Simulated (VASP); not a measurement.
# SnO2 in VASP: notebook

SnO2 is run at these levels: PBE+D3(BJ); tasks: relaxation of cell and atoms, single point.

Program: VASP 6.6.1. These are calculated values, not measurements. Logs are shortened: lines on timing, memory, paths and dates and some standing lists are left out, and cuts for length are marked.

### Step 1. The cell of the first run

It takes space group R3m (No. 160, trigonal). The conventional cell has a = 6.503 Å, b = 6.503 Å, c = 13.361 Å, α = 90.00°, β = 90.00°, γ = 120.00°. Sn (site symmetry 3m) has 6 O at 2.12 to 2.13 Å within 2.8 Å. Sn (site symmetry m) has 6 O at 2.12 to 2.13 Å within 2.8 Å. Within 2.8 Å of O (site symmetry m) lie 3 Sn at 2.12 to 2.13 Å and 3 O at 2.74 to 2.75 Å. O (site symmetry 3m) has 3 Sn at 2.13 Å and 3 O at 2.75 Å within 2.8 Å. O (site symmetry 3m) has 3 Sn at 2.12 Å and 3 O at 2.74 Å within 2.8 Å. O (site symmetry m) has 3 Sn at 2.12 to 2.13 Å and 3 O at 2.74 Å within 2.8 Å.

### Step 2. Relaxation of cell and atoms, PBE+D3(BJ)

Contents of INCAR:

```
PREC     = Accurate       # precision mode
ENCUT    = 600            # plane-wave cutoff, eV
EDIFF    = 1E-6           # SCF threshold, eV
ISMEAR   = 0              # smearing method
SIGMA    = 0.02           # smearing width, eV
LREAL    = False          # projectors in reciprocal space
LASPH    = True           # aspherical terms in the spheres
NELM     = 80             # most SCF steps
ALGO     = Normal         # electronic algorithm
ISIF     = 3              # what is computed and relaxed
LWAVE    = False          # write WAVECAR
LCHARG   = False          # write CHGCAR
GGA      = PE             # functional
IVDW     = 12             # dispersion correction
IBRION   = 2              # ionic algorithm
NSW      = 100            # ionic steps
EDIFFG   = -0.005         # ionic threshold
```

Contents of KPOINTS:

```
Automatic mesh
0
Gamma
  6 6 6
```

Contents of POSCAR:

```
SnO2
1.0
    3.2514691359      1.8772365809      4.4537473212
   -3.2514691359      1.8772365809      4.4537473212
    0.0000000000     -3.7544731617      4.4537473212
Sn O
4 8
Direct
    0.8611810000      0.8611810000      0.8611810000
    0.3659560000      0.3659560000      0.8660790000
    0.3659560000      0.8660790000      0.3659560000
    0.8660790000      0.3659560000      0.3659560000
    0.1259940000      0.6210310000      0.6210310000
    0.6210310000      0.1259940000      0.6210310000
    0.6210310000      0.6210310000      0.1259940000
    0.6080510000      0.6080510000      0.6080510000
    0.1248630000      0.1248630000      0.1248630000
    0.1041150000      0.1041150000      0.6090740000
    0.1041150000      0.6090740000      0.1041150000
    0.6090740000      0.1041150000      0.1041150000
```

Potentials or basis: VASP PAW PBE potentials, release 64 (Sn_d, O).

On the command line:

```console
$ cat potpaw_PBE.64/Sn_d/POTCAR potpaw_PBE.64/O/POTCAR > POTCAR
$ mpirun -np 1 vasp_std > vasp.out
```

OUTCAR:

```text
PREC = Accurate
   ENCUT = 600
   EDIFF = 1E-6
   ISMEAR = 0
   LREAL = False
   LASPH = True
   NELM = 80
   ISIF = 3
   GGA = PE
   IVDW = 12
   IBRION = 2
   NSW = 100
   EDIFFG = -0.005
 IVDW          = 12

 ion  position               nearest neighbor table
   1  0.861  0.861  0.861-   5 2.12   6 2.12   7 2.12  11 2.13  12 2.13  10 2.13   3 3.25   4 3.25
                             3 3.25   4 3.25   2 3.25   2 3.25
   2  0.366  0.366  0.866-   9 2.12  11 2.12  12 2.12   6 2.13   5 2.13   8 2.13   3 3.25   4 3.25
                             1 3.25   1 3.25   4 3.25   3 3.25
   3  0.366  0.866  0.366-   9 2.12  10 2.12  12 2.12   7 2.13   5 2.13   8 2.13   2 3.25   4 3.25
                             1 3.25   1 3.25   2 3.25   4 3.25
   4  0.866  0.366  0.366-   9 2.12  10 2.12  11 2.12   7 2.13   6 2.13   8 2.13   2 3.25   3 3.25
                             1 3.25   1 3.25   2 3.25   3 3.25
   5  0.126  0.621  0.621-   1 2.12   2 2.13   3 2.13
   6  0.621  0.126  0.621-   1 2.12   2 2.13   4 2.13
   7  0.621  0.621  0.126-   1 2.12   3 2.13   4 2.13
   8  0.608  0.608  0.608-   3 2.13   4 2.13   2 2.13
   9  0.125  0.125  0.125-   3 2.12   4 2.12   2 2.12
  10  0.104  0.104  0.609-   3 2.12   4 2.12   1 2.13
  11  0.104  0.609  0.104-   2 2.12   4 2.12   1 2.13
  12  0.609  0.104  0.104-   2 2.12   3 2.12   1 2.13

  LATTYP: Found a trigonal (rhomboedric) cell.
 ALAT       =     5.8251123529
 COS(alpha) =     0.3768671385

  Lattice vectors:

 A1 = (   3.2514691359,   1.8772365809,   4.4537473212)
 A2 = (  -3.2514691359,   1.8772365809,   4.4537473212)
 A3 = (   0.0000000000,  -3.7544731617,   4.4537473212)

Analysis of symmetry for initial positions (statically):
=====================================================================
 Subroutine PRICEL returns:
 Original cell was already a primitive cell.

 Routine SETGRP: Setting up the symmetry group for a
 trigonal (rhombohedral) supercell.

 Subroutine GETGRP returns: Found  6 space group operations
 (whereof  6 operations were pure point group operations)
 out of a pool of 12 trial point group operations.

The static configuration has the point symmetry C_3v.

Analysis of symmetry for dynamics (positions and initial velocities):
=====================================================================
 Subroutine PRICEL returns:
 Original cell was already a primitive cell.

 Routine SETGRP: Setting up the symmetry group for a
 trigonal (rhombohedral) supercell.

 Subroutine GETGRP returns: Found  6 space group operations
 (whereof  6 operations were pure point group operations)
 out of a pool of 12 trial point group operations.

The dynamic configuration has the point symmetry C_3v.

 Subroutine INISYM returns: Found  6 space group operations
 (whereof  6 operations are pure point group operations),
 and found     1 'primitive' translations

----------------------------------------------------------------------------------------

                                     Primitive cell

  volume of cell :     163.1081

  direct lattice vectors                    reciprocal lattice vectors
     3.251469136  1.877236581  4.453747321     0.153776640  0.088782985  0.074843342
    -3.251469136  1.877236581  4.453747321    -0.153776640  0.088782985  0.074843342
     0.000000000 -3.754473162  4.453747321     0.000000000 -0.177565969  0.074843342

  length of vectors
     5.825112353  5.825112353  5.825112353     0.192694575  0.192694575  0.192694575

  position of ions in fractional coordinates (direct lattice)
     0.861181000  0.861181000  0.861181000
     0.365956000  0.365956000  0.866079000
     0.365956000  0.866079000  0.365956000
     0.866079000  0.365956000  0.365956000
     0.125994000  0.621031000  0.621031000
     0.621031000  0.125994000  0.621031000
     0.621031000  0.621031000  0.125994000
     0.608051000  0.608051000  0.608051000
     0.124863000  0.124863000  0.124863000
     0.104115000  0.104115000  0.609074000
     0.104115000  0.609074000  0.104115000
     0.609074000  0.104115000  0.104115000

  ion indices of the primitive-cell ions
   primitive index   ion index
                 1           1
                 2           2
                 3           3
                 4           4
                 5           5
                 6           6
                 7           7
                 8           8
                 9           9
                10          10
                11          11
                12          12

----------------------------------------------------------------------------------------

 KPOINTS: Automatic mesh

Automatic generation of k-mesh.
 Grid dimensions read from file:
 generate k-points for:    6    6    6

 Generating k-lattice:

  Cartesian coordinates                     Fractional coordinates (reciprocal lattice)
     0.025629440  0.014797164  0.012473890     0.166666667 -0.000000000 -0.000000000
    -0.025629440  0.014797164  0.012473890    -0.000000000  0.166666667 -0.000000000
     0.000000000 -0.029594328  0.012473890    -0.000000000 -0.000000000  0.166666667

  Length of vectors
     0.032115763  0.032115763  0.032115763

  Shift w.r.t. Gamma in fractional coordinates (k-lattice)
     0.000000000  0.000000000  0.000000000

 Subroutine IBZKPT returns following result:
 ===========================================

 Found     32 irreducible k-points:

 Following reciprocal coordinates:
            Coordinates               Weight
  0.000000  0.000000  0.000000      1.000000
  0.166667  0.000000  0.000000      6.000000
  0.333333  0.000000  0.000000      6.000000
  0.500000  0.000000  0.000000      3.000000
  0.166667  0.166667  0.000000      6.000000
  0.333333  0.166667  0.000000     12.000000
[... 16 lines left out ...]
  0.500000  0.500000  0.166667      6.000000
 -0.333333  0.500000  0.166667     12.000000
 [... further k-points ...]
   k-points           NKPTS =     32   k-points in BZ     NKDIM =     32   number of bands    NBANDS=     62
   number of dos      NEDOS =    301   number of ions     NIONS =     12
   total plane-waves  NPLWV = 110592
   dimension x,y,z NGX =    48 NGY =   48 NGZ =   48
   dimension x,y,z NGXF=    96 NGYF=   96 NGZF=   96
   ions per type =               4   8
   NGX,Y,Z   is equivalent  to a cutoff of  13.70, 13.70, 13.70 a.u.
   NGXF,Y,Z  is equivalent  to a cutoff of  27.40, 27.40, 27.40 a.u.
 SYSTEM =  unknown system
   PREC   = accura    normal or accurate (medium, high low for compatibility)
   ISTART =      0    job   : 0-new  1-cont  2-samecut
   ICHARG =      2    charge: 1-file 2-atom 10-const
   ISPIN  =      1    spin polarized calculation?
   LNONCOLLINEAR =      F non collinear calculations
   LSORBIT =      F    spin-orbit coupling
   LASPH  =      T    aspherical Exc in radial PAW
   ENCUT  =  600.0 eV  44.10 Ry    6.64 a.u.  11.63 11.63 11.63*2*pi/ulx,y,z
   NELM   =     80;   NELMIN=  2; NELMDL= -5     # of ELM steps
   EDIFF  = 0.1E-05   stopping-criterion for ELM
   LREAL  =      F    real-space projection
   EDIFFG = -.5E-02   stopping-criterion for IOM
   NSW    =    100    number of steps for IOM
   IBRION =      2    ionic relax: 0-MD 1-quasi-New 2-CG
   NFREE  =      1    steps in history (QN), initial steepest desc. (CG)
   ISIF   =      3    stress and relaxation
   ISYM   =      2    0-nonsym 1-usesym 2-fastsym
   POTIM  = 0.5000    time-step for ionic-motion
   TEBEG  =    0.0;   TEEND  =   0.0 temperature during run
   PSTRESS=    0.0 pullay stress
   NELECT =     104.0000    total number of electrons
   NUPDOWN=      -1.0000    fix difference up-down
   EMIN   =  10.00;   EMAX   =-10.00  energy-range for DOS
   EFERMI =   0.00;   METHOD = LEGACY
   ISMEAR =     0;   SIGMA  =   0.02  broadening in eV -4-tet -1-fermi 0-gaus
   EFERMI_NEDOS =   21; number of points for ismear=-14 and -15
   IALGO  =     38    algorithm
   IMIX   =      4    mixing-type and parameters
     AMIX     =   0.40;   BMIX     =  1.00
     AMIX_MAG =   1.60;   BMIX_MAG =  1.00
  volume/ion in A,a.u.               =      13.59        91.73
  Fermi-wavevector in a.u.,A,eV,Ry     =   1.409053  2.662725 27.013436  1.985432
  Thomas-Fermi vector in A             =   2.531148
   LORBIT       =      0    0 simple, 1 ext, 2 COOP (PROOUT), +10 PAW based schemes
   GGA     = PE    functional components
   LHFCALC =     F    Hartree Fock is set to
   AEXX    =    0.0000 exact exchange contribution
   IVDW    =    12    specifies the selected vdW correction
   LEPSILON=     F    determine dielectric tensor
   LRPA    =     F    only Hartree local field effects (RPA)
 conjugate gradient relaxation of ions
 non-spin polarized calculation
 Gauss-broadening in eV      SIGMA  =   0.02
  energy-cutoff  :      600.00
  volume of cell :      163.11
 maximum number of plane-waves:      5459
 NGX is ok and might be reduce to    48
   NGX = 23   NGY = 23   NGZ = 23

--------------------------------------- Ionic step        1  -------------------------------------------

 number of electron     104.0000010 magnetization

 Free energy of the ion-electron system (eV)
  ---------------------------------------------------
  ext. energy  EPLUGINS =         0.00000000
  ---------------------------------------------------
  free energy    TOTEN  =       -72.76391008 eV

  energy without entropy =      -72.76391008  energy(sigma->0) =      -72.76391008

------------------------ aborting loop because EDIFF is reached ----------------------------------------

 Edisp (eV)   -2.28922

 E8    (eV) :    -0.9073
[... 135 lines left out ...]
  FREE ENERGIE OF THE ION-ELECTRON SYSTEM (eV)
  ---------------------------------------------------
  free  energy   TOTEN  =       -75.0734721710 eV

  energy  without entropy=      -75.0734721710  energy(sigma->0) =      -75.07347217

[... ionic steps 4 to 18 ...]

--------------------------------------- Ionic step       19  -------------------------------------------

 number of electron     104.0000009 magnetization

------------------------ aborting loop because EDIFF is reached ----------------------------------------
[... 95 lines left out ...]
--------------------------------------- Ionic step       21  -------------------------------------------

 number of electron     104.0000009 magnetization

 Free energy of the ion-electron system (eV)
  ---------------------------------------------------
  ext. energy  EPLUGINS =         0.00000000
  ---------------------------------------------------
  free energy    TOTEN  =       -72.67551822 eV

  energy without entropy =      -72.67551822  energy(sigma->0) =      -72.67551822

 E-fermi :   5.1716     XC(G=0): -10.7922

 val. band max:        5.0277364392   @ k =   0.0000   0.0000   0.0000
 cond. band min:       6.4759925464   @ k =   0.0000   0.0000   0.0000
 fundamental gap:      1.4482561072
 Fermi energy:         5.1716084696

 k-point     1 :       0.0000    0.0000    0.0000
  band No.  band energies     occupation
      1     -15.8210      2.00000
      2     -15.8209      2.00000
      3     -15.8209      2.00000
      4     -15.2774      2.00000
      5     -15.0388      2.00000
      6     -15.0388      2.00000
[... 1549 lines left out ...]
     61      13.7883      0.00000
     62      14.3214      0.00000

 [... further k-points ...]

------------------------ aborting loop because EDIFF is reached ----------------------------------------

 Edisp (eV)   -2.43555

 E8    (eV) :    -0.9692
[... 35 lines left out ...]
  FREE ENERGIE OF THE ION-ELECTRON SYSTEM (eV)
  ---------------------------------------------------
  free  energy   TOTEN  =       -75.1110702463 eV

  energy  without entropy=      -75.1110702463  energy(sigma->0) =      -75.11107025

 reached required accuracy - stopping structural energy minimisation
```

Wall time 1.9 h (1 thread of Oxide Virtual Turin-like, shared host); peak memory 0.5 GiB.

What came out:

```yaml
Free_energy: -75.1111 eV
Relaxed_volume: 12.88 Å³/atom
Relaxed_cell: a = 5.657 Å, b = 5.657 Å, c = 5.657 Å, α = 70.02°, β = 70.02°, γ = 70.02°
Space_group_after_relaxing_to_0.1_Å: R-3m (No. 166)
Energy_gained_by_relaxing: 4.8 meV/atom
Ionic_steps: 21
Pressure_after_relaxing: 0.0 GPa
Largest_force_after_relaxing: 0.003 eV/Å
Band_gap_on_the_k_mesh: 1.45 eV
Dispersion_energy_per_atom: -0.203 eV
```

Forces on the atoms (eV/Å):
```
Sn   0.000  0.000  0.002
Sn   0.000  0.002  0.002
Sn   0.002 -0.001  0.002
Sn  -0.002 -0.001  0.002
O   -0.002 -0.001  0.000
O    0.002 -0.001  0.000
O    0.000  0.003  0.000
O    0.000  0.000 -0.003
O    0.000  0.000 -0.002
O    0.000  0.003 -0.001
O    0.002 -0.001 -0.001
O   -0.002 -0.001 -0.001
```

Step by step:
```
step  energy change (eV)  largest force (eV/Å)  pressure (GPa)  volume (Å³)
   1              0.0000                0.1144           -2.54       163.11
   2              0.0060                0.3320            2.87       158.07
   3             -0.0203                0.1301           -0.11       160.71
   4             -0.0259                0.1084           -0.10       160.18
   5             -0.0393                0.0563           -0.05       158.59
   6             -0.0504                0.0954            0.24       155.41
   7             -0.0551                0.0918           -0.16       155.13
   8             -0.0553                0.1350           -0.25       155.07
   9             -0.0578                0.0411            0.11       154.48
  10             -0.0579                0.0233            0.07       154.54
  11             -0.0579                0.0277            0.09       154.53
  12             -0.0579                0.0060           -0.03       154.60
  13             -0.0579                0.0088            0.00       154.58
  14             -0.0579                0.0065            0.00       154.58
  15             -0.0579                0.0066           -0.04       154.59
  16             -0.0579                0.0086            0.00       154.58
  17             -0.0579                0.0090           -0.01       154.58
  18             -0.0579                0.0092           -0.01       154.58
  19             -0.0579                0.0076            0.03       154.57
  20             -0.0579                0.0061            0.01       154.57
  21             -0.0579                0.0034           -0.02       154.59
```

Final structure:
```xyz
12
Lattice="3.2452 1.8736 4.2375 -3.2452 1.8736 4.2375 0.0000 -3.7472 4.2375" Properties=species:S:1:pos:R:3 pbc="T T T"
Sn    0.0000    0.0000   10.9900
Sn    0.0000   -1.8737    6.7572
Sn   -1.6227    0.9368    6.7572
Sn    1.6227    0.9368    6.7572
O    -1.6213   -0.9361    5.7672
O     1.6213   -0.9361    5.7672
O     0.0000    1.8721    5.7672
O     0.0000    0.0000    7.7462
O     0.0000    0.0000    1.5318
O     0.0000   -1.8751    3.5066
O    -1.6239    0.9375    3.5066
O     1.6239    0.9375    3.5066
```

Caveat: spin-orbit coupling is left out, which moves the levels of the heavy elements.

### Step 3. Single point, PBE+D3(BJ)

This run uses another cell than the first one, of 12.99 Å³/atom.

Contents of INCAR:

```
SYSTEM = SnO2
ALGO = Normal
EDIFF = 1E-7
ENCUT = 520
GGA = PE
ISIF = 2
ISMEAR = 0
IVDW = 12
LASPH = .True.
LCHARG = .False.
LREAL = .False.
LWAVE = .False.
NBANDS = 64
NELM = 60
PREC = Accurate
SIGMA = 0.02
```

Contents of KPOINTS:

```
k-points
0
Gamma
  6 6 6
  0 0 0
```

Contents of POSCAR:

```
SnO2
1.0
    3.2375465924      1.8691983966      4.2928880043
   -3.2375465924      1.8691983966      4.2928880043
    0.0000000000     -3.7383967932      4.2928880043
Sn O
4 8
Direct
    0.8647861010      0.8647861010      0.8647861010
    0.3647882246      0.3647882246      0.8647861258
    0.3647882246      0.8647861258      0.3647882246
    0.8647861258      0.3647882246      0.3647882246
    0.1211725069      0.6211712003      0.6211712003
    0.6211712003      0.1211725069      0.6211712003
    0.6211712003      0.6211712003      0.1211725069
    0.6084038764      0.6084038764      0.6084038764
    0.1211729409      0.1211729409      0.1211729409
    0.1084008301      0.1084008301      0.6084039388
    0.1084008301      0.6084039388      0.1084008301
    0.6084039388      0.1084008301      0.1084008301
```

Potentials or basis: VASP PAW PBE potentials, release 64 (Sn_d, O).

On the command line:

```console
$ cat potpaw_PBE.64/Sn_d/POTCAR potpaw_PBE.64/O/POTCAR > POTCAR
$ mpirun -np 1 vasp_std > vasp.out
```

Wall time 5 min (1 thread of Oxide Virtual Turin-like, shared host); peak memory 0.36 GiB.

Results (log left out):

* Free energy: -75.0740 eV
* Pressure: 0.6 GPa
* Largest force: 0.049 eV/Å
* Band gap on the k mesh: 1.55 eV
* Dispersion energy per atom: -0.201 eV

Forces in eV/Å, atoms in the order of the input:
```
Sn   0.000  0.000  0.000
Sn   0.000  0.000  0.000
Sn   0.000  0.000  0.000
Sn   0.000  0.000  0.000
O    0.000  0.000 -0.049
O    0.000  0.000 -0.049
O    0.000  0.000 -0.049
O    0.000  0.000  0.049
O    0.000  0.000 -0.049
O    0.000  0.000  0.049
O    0.000  0.000  0.049
O    0.000  0.000  0.049
```

Stress tensor (GPa, compression positive):
```
0.83 0.00 0.00
0.00 0.83 0.00
0.00 0.00 0.16
```

Levels at points of the mesh, in eV from the valence-band top:
| k point | band 50 | band 51 | band 52 | band 53 | band 54 | band 55 |
| --- | --- | --- | --- | --- | --- | --- |
| (0.00, 0.00, 0.00) | -0.05 | -0.05 | 0.00 | 1.55 | 4.78 | 4.78 |
| (0.50, 0.00, 0.00) | -0.40 | -0.08 | -0.08 | 4.06 | 4.06 | 5.54 |
| (0.50, 0.50, 0.00) | -0.59 | -0.17 | -0.17 | 4.47 | 4.47 | 5.54 |
| (0.50, 0.50, 0.50) | -0.95 | -0.95 | -0.95 | 3.48 | 5.29 | 5.29 |

Caveat: spin-orbit coupling is left out, which moves the levels of the heavy elements.
